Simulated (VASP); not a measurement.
# TaN (Cm) in VASP: single point with PBE

Aim: the single point of TaN with PBE.

Everything below comes from runs of VASP 6.6.1. Logs are shortened: lines on timing, memory, paths and dates and some standing lists are left out, and cuts for length are marked.

### Step 1. The cell of the first run

It takes space group Cm (No. 8, monoclinic). Conventional cell: a = 5.283 Å, b = 3.050 Å, c = 4.940 Å, α = 90.00°, β = 90.00°, γ = 90.00°. Within 2.1 Å of Ta (site symmetry m) lie 4 N at 1.57 to 1.97 Å. Within 2.5 Å of Ta (site symmetry m) lie 4 N at 1.85 to 1.95 Å. N (site symmetry m) has 4 Ta at 1.85 to 1.95 Å within 2.5 Å. N (site symmetry m) has 4 Ta at 1.57 to 1.97 Å within 2.1 Å.

### Step 2. Single point, PBE

The input, INCAR:

```
  ALGO = Normal
  EDIFF = 1E-6
  ENCUT = 700
  GGA = PE
  GGA_COMPAT = False
  ISIF = 2
  ISMEAR = -1
  LASPH = True
  LCHARG = False
  LREAL = False
  LWAVE = False
  NBANDS = 26
  NELM = 120
  PREC = Accurate
  SIGMA = 0.03
```

The input, KPOINTS:

```
k-points
0
Gamma
  7 7 4
```

The input, POSCAR:

```
TaN
1.0
    3.0500000000      0.0000000000      0.0000000000
   -1.5250000000      2.6413774815      0.0000000000
    0.0000000000      0.0000000000      4.9400000000
Ta N
2 2
Direct
    0.2833333333      0.6416666667     -0.0086250000
    0.6666666667      0.3333333333      0.5000000000
    0.3333333333      0.6666666667      0.3850000000
    0.7166666667      0.3583333333      0.8936250000
```

Potentials or basis: VASP PAW PBE potentials, release 64 (Ta_sv_GW, N).

Started as:

```sh
> cat potpaw_PBE.64/Ta_sv_GW/POTCAR potpaw_PBE.64/N/POTCAR > POTCAR
> mpirun -np 1 vasp_std > vasp.out
```

OUTCAR:

```text
EDIFF = 1E-6
   ENCUT = 700
   GGA = PE
   ISIF = 2
   ISMEAR = -1
   LASPH = True
   LREAL = False
   NELM = 120
   PREC = Accurate

 ion  position               nearest neighbor table
   1  0.283  0.642  0.991-   4 1.57   3 1.95   4 1.97   4 1.97   2 2.92   2 2.99   2 3.04   2 3.04
                             2 3.11   2 3.11
   2  0.667  0.333  0.500-   3 1.85   3 1.85   3 1.85   4 1.95   1 2.92   1 2.99   1 3.04   1 3.04
                             1 3.11   1 3.11
   3  0.333  0.667  0.385-   2 1.85   2 1.85   2 1.85   1 1.95
   4  0.717  0.358  0.894-   1 1.57   2 1.95   1 1.97   1 1.97

  LATTYP: Found a hexagonal cell.
 ALAT       =     3.0500000000
 C/A-ratio  =     1.6196721311

  Lattice vectors:

 A1 = (   3.0500000000,   0.0000000000,   0.0000000000)
 A2 = (  -1.5250000000,   2.6413774815,   0.0000000000)
 A3 = (   0.0000000000,   0.0000000000,   4.9400000000)

Analysis of symmetry for initial positions (statically):
=====================================================================
 Subroutine PRICEL returns:
 Original cell was already a primitive cell.

 Routine SETGRP: Setting up the symmetry group for a
 hexagonal supercell.

 Subroutine GETGRP returns: Found  2 space group operations
 (whereof  2 operations were pure point group operations)
 out of a pool of 24 trial point group operations.

The static configuration has the point symmetry C_1h.

Analysis of symmetry for dynamics (positions and initial velocities):
=====================================================================
 Subroutine PRICEL returns:
 Original cell was already a primitive cell.

 Routine SETGRP: Setting up the symmetry group for a
 hexagonal supercell.

 Subroutine GETGRP returns: Found  2 space group operations
 (whereof  2 operations were pure point group operations)
 out of a pool of 24 trial point group operations.

The dynamic configuration has the point symmetry C_1h.

 Subroutine INISYM returns: Found  2 space group operations
 (whereof  2 operations are pure point group operations),
 and found     1 'primitive' translations

----------------------------------------------------------------------------------------

                                     Primitive cell

  volume of cell :      39.7976

  direct lattice vectors                    reciprocal lattice vectors
     3.050000000  0.000000000  0.000000000     0.327868852  0.189295170  0.000000000
    -1.525000000  2.641377482  0.000000000     0.000000000  0.378590340  0.000000000
     0.000000000  0.000000000  4.940000000     0.000000000  0.000000000  0.202429150

  length of vectors
     3.050000000  3.050000000  4.940000000     0.378590340  0.378590340  0.202429150

  position of ions in fractional coordinates (direct lattice)
     0.283333333  0.641666667  0.991375000
     0.666666667  0.333333333  0.500000000
     0.333333333  0.666666667  0.385000000
     0.716666667  0.358333333  0.893625000

  ion indices of the primitive-cell ions
   primitive index   ion index
                 1           1
                 2           2
                 3           3
                 4           4

----------------------------------------------------------------------------------------

 KPOINTS: k-points

Automatic generation of k-mesh.
 Grid dimensions read from file:
 generate k-points for:    7    7    4

 Generating k-lattice:

  Cartesian coordinates                     Fractional coordinates (reciprocal lattice)
     0.046838407  0.027042167  0.000000000     0.142857143  0.000000000  0.000000000
     0.000000000  0.054084334  0.000000000     0.000000000  0.142857143  0.000000000
     0.000000000  0.000000000  0.050607287     0.000000000  0.000000000  0.250000000

  Length of vectors
     0.054084334  0.054084334  0.050607287

  Shift w.r.t. Gamma in fractional coordinates (k-lattice)
     0.000000000  0.000000000  0.000000000

 Subroutine IBZKPT returns following result:
 ===========================================

 Found     60 irreducible k-points:

 Following reciprocal coordinates:
            Coordinates               Weight
  0.000000  0.000000  0.000000      1.000000
  0.142857  0.000000  0.000000      2.000000
  0.000000  0.142857  0.000000      4.000000
  0.285714  0.000000  0.000000      2.000000
  0.000000  0.285714  0.000000      4.000000
  0.428571  0.000000  0.000000      2.000000
[... 16 lines left out ...]
  0.000000  0.285714  0.250000      4.000000
 -0.285714  0.285714  0.250000      4.000000
 [... further k-points ...]
   k-points           NKPTS =     60   k-points in BZ     NKDIM =     60   number of bands    NBANDS=     26
   number of dos      NEDOS =    301   number of ions     NIONS =      4
   total plane-waves  NPLWV =  37632
   dimension x,y,z NGX =    28 NGY =   28 NGZ =   48
   dimension x,y,z NGXF=    56 NGYF=   56 NGZF=   96
   ions per type =               2   2
   NGX,Y,Z   is equivalent  to a cutoff of  15.26, 15.26, 16.15 a.u.
   NGXF,Y,Z  is equivalent  to a cutoff of  30.52, 30.52, 32.31 a.u.
 SYSTEM =  unknown system
   PREC   = accura    normal or accurate (medium, high low for compatibility)
   ISTART =      0    job   : 0-new  1-cont  2-samecut
   ICHARG =      2    charge: 1-file 2-atom 10-const
   ISPIN  =      1    spin polarized calculation?
   LNONCOLLINEAR =      F non collinear calculations
   LSORBIT =      F    spin-orbit coupling
   LASPH  =      T    aspherical Exc in radial PAW
   ENCUT  =  700.0 eV  51.45 Ry    7.17 a.u.   6.58  6.58 10.66*2*pi/ulx,y,z
   NELM   =    120;   NELMIN=  2; NELMDL= -5     # of ELM steps
   EDIFF  = 0.1E-05   stopping-criterion for ELM
   LREAL  =      F    real-space projection
   EDIFFG = 0.1E-04   stopping-criterion for IOM
   NSW    =      0    number of steps for IOM
   IBRION =     -1    ionic relax: 0-MD 1-quasi-New 2-CG
   NFREE  =      0    steps in history (QN), initial steepest desc. (CG)
   ISIF   =      2    stress and relaxation
   ISYM   =      2    0-nonsym 1-usesym 2-fastsym
   POTIM  = 0.5000    time-step for ionic-motion
   TEBEG  =    0.0;   TEEND  =   0.0 temperature during run
   PSTRESS=    0.0 pullay stress
   NELECT =      36.0000    total number of electrons
   NUPDOWN=      -1.0000    fix difference up-down
   EMIN   =  10.00;   EMAX   =-10.00  energy-range for DOS
   EFERMI =   0.00;   METHOD = LEGACY
   ISMEAR =    -1;   SIGMA  =   0.03  broadening in eV -4-tet -1-fermi 0-gaus
   EFERMI_NEDOS =   21; number of points for ismear=-14 and -15
   IALGO  =     38    algorithm
   IMIX   =      4    mixing-type and parameters
     AMIX     =   0.40;   BMIX     =  1.00
     AMIX_MAG =   1.60;   BMIX_MAG =  1.00
  volume/ion in A,a.u.               =       9.95        67.14
  Fermi-wavevector in a.u.,A,eV,Ry     =   1.583276  2.991957 34.106572  2.506762
  Thomas-Fermi vector in A             =   2.683071
   LORBIT       =      0    0 simple, 1 ext, 2 COOP (PROOUT), +10 PAW based schemes
   GGA     = PE    functional components
   LHFCALC =     F    Hartree Fock is set to
   AEXX    =    0.0000 exact exchange contribution
   IVDW    =     0    specifies the selected vdW correction
   LEPSILON=     F    determine dielectric tensor
   LRPA    =     F    only Hartree local field effects (RPA)
 non-spin polarized calculation
  energy-cutoff  :      700.00
  volume of cell :       39.80
 maximum number of plane-waves:      1713
 NGX is ok and might be reduce to    28
   NGX = 13   NGY = 13   NGZ = 21

 number of electron      35.9999999 magnetization

 Free energy of the ion-electron system (eV)
  ---------------------------------------------------
  ext. energy  EPLUGINS =         0.00000000
  ---------------------------------------------------
  free energy    TOTEN  =       -40.67092260 eV

  energy without entropy =      -40.66555167  energy(sigma->0) =      -40.66823714

 E-fermi :  14.2725     XC(G=0): -13.8871

 val. band max:       14.2577394402   @ k =   0.1429   0.1429   0.5000
 cond. band min:      14.2773154850   @ k =  -0.1429  -0.4286   0.5000
 fundamental gap:      0.0195760448
 Fermi energy:        14.2725159691

 k-point     1 :       0.0000    0.0000    0.0000
  band No.  band energies     occupation
      1     -54.1452      2.00000
      2     -53.9337      2.00000
      3     -21.9194      2.00000
      4     -21.2718      2.00000
      5     -20.6735      2.00000
      6     -20.6714      2.00000
[... 18 lines left out ...]
     25      21.5964      0.00000
     26      21.9933      0.00000

 k-point     2 :       0.1429    0.0000    0.0000
  band No.  band energies     occupation
      1     -54.1318      2.00000
      2     -53.9233      2.00000
      3     -21.9467      2.00000
      4     -21.3890      2.00000
      5     -20.8868      2.00000
      6     -20.7260      2.00000
[... 18 lines left out ...]
     25      21.6619      0.00000
     26      21.9334      0.00000

 k-point     3 :       0.0000    0.1429    0.0000
  band No.  band energies     occupation
      1     -54.1323      2.00000
      2     -53.9240      2.00000
      3     -21.9064      2.00000
      4     -21.3163      2.00000
      5     -20.8869      2.00000
      6     -20.7202      2.00000
[... 18 lines left out ...]
     25      21.6745      0.00000
     26      22.0046      0.00000

 k-point     4 :       0.2857    0.0000    0.0000
  band No.  band energies     occupation
      1     -54.1014      2.00000
      2     -53.9001      2.00000
      3     -22.2355      2.00000
      4     -21.4372      2.00000
      5     -21.2711      2.00000
      6     -20.8418      2.00000
[... 18 lines left out ...]
     25      21.7229      0.00000
     26      22.4474      0.00000
[... 496 lines left out ...]
      1     -54.0989      2.00000
      2     -53.9027      2.00000
      3     -22.2299      2.00000
      4     -21.5018      2.00000
      5     -21.1984      2.00000
      6     -20.8287      2.00000
[... 18 lines left out ...]
     25      21.3129      0.00000
     26      22.4101      0.00000

 k-point    23 :       0.0000    0.2857    0.2500
  band No.  band energies     occupation
      1     -54.1000      2.00000
      2     -53.9056      2.00000
      3     -21.9301      2.00000
      4     -21.4547      2.00000
      5     -21.2378      2.00000
      6     -20.8344      2.00000
[... 18 lines left out ...]
     25      21.6225      0.00000
     26      22.6754      0.00000

 k-point    24 :      -0.2857    0.2857    0.2500
  band No.  band energies     occupation
      1     -54.1002      2.00000
      2     -53.9053      2.00000
      3     -22.0147      2.00000
      4     -21.3941      2.00000
      5     -21.1245      2.00000
      6     -20.8383      2.00000
[... 18 lines left out ...]
     25      21.6026      0.00000
     26      22.2649      0.00000

 [... further k-points ...]
[... 5 lines left out ...]
  --------------------------------------------------------------------------------------
  -------------------------------------------------------------------------------------
  Total       51.5285819     36.9858907     27.7546793     12.5943400      4.1544073      7.1956452
  in kB     2074.4430368   1488.9818529   1117.3507808    507.0242581    167.2485652    289.6830383
  external PRESSURE =    1560.2585569 kB  Pullay stress =       0.0000000 kB

 VOLUME and BASIS-vectors are now :
 -----------------------------------------------------------------------------
  energy-cutoff  :      700.00
  volume of cell :       39.80
      direct lattice vectors                 reciprocal lattice vectors
     3.050000000  0.000000000  0.000000000     0.327868852  0.189295170  0.000000000
    -1.525000000  2.641377482  0.000000000     0.000000000  0.378590340  0.000000000
     0.000000000  0.000000000  4.940000000     0.000000000  0.000000000  0.202429150

 POSITION                                       TOTAL-FORCE (eV/Angst)
 -----------------------------------------------------------------------------------
     -0.11438      1.69488      4.89739        14.787197      8.537392      5.914019
      1.52500      0.88046      2.47000        -0.966459     -0.557985      2.882378
     -0.00000      1.76092      1.90190         0.431743      0.249267     -2.687043
      1.63938      0.94649      4.41451       -14.252480     -8.228673     -6.109354
 -----------------------------------------------------------------------------------
    total drift:                               -0.000426     -0.000246     -0.000021

  FREE ENERGIE OF THE ION-ELECTRON SYSTEM (eV)
  ---------------------------------------------------
  free  energy   TOTEN  =       -40.6709225987 eV

  energy  without entropy=      -40.6655516743  energy(sigma->0) =      -40.66823714
```

It took 87 s on 1 thread of AMD EPYC 7R13 (Zen 3), shared host; peak memory 0.22 GiB.

Results:

```
Free energy            : -40.6709 eV
Pressure               : 156.0 GPa
Largest force          : 18.070 eV/Å
Band gap on the k mesh : zero (bands 18 and 19 overlap by 2.17 eV)
```

Forces in eV/Å, atoms in the order of the input:
```
Ta   14.787   8.537   5.914
Ta   -0.966  -0.558   2.882
N     0.432   0.249  -2.687
N   -14.252  -8.229  -6.109
```

Stress tensor (GPa, compression positive):
```
207.44  50.70  28.97
 50.70 148.90  16.72
 28.97  16.72 111.74
```

Levels at points of the mesh, in eV from the Fermi level:
| k point | band 14 | band 15 | band 16 | band 17 | band 18 | band 19 | band 20 | band 21 | band 22 | band 23 |
| --- | --- | --- | --- | --- | --- | --- | --- | --- | --- | --- |
| (0.00, 0.00, 0.00) | -8.20 | -7.68 | -7.52 | -1.13 | -0.50 | -0.26 | 2.30 | 2.65 | 2.83 | 4.32 |
| (0.00, 0.00, 0.50) | -8.44 | -8.29 | -7.98 | 0.25 | 0.95 | 1.14 | 1.62 | 2.13 | 2.35 | 6.32 |

Caveat: the stress differs along the axes, from 112 to 207 GPa; spin-orbit coupling is left out, which moves the levels of the heavy elements; forces of over 1 eV/Å act on the atoms, so gaps and moduli don't describe the material at rest.
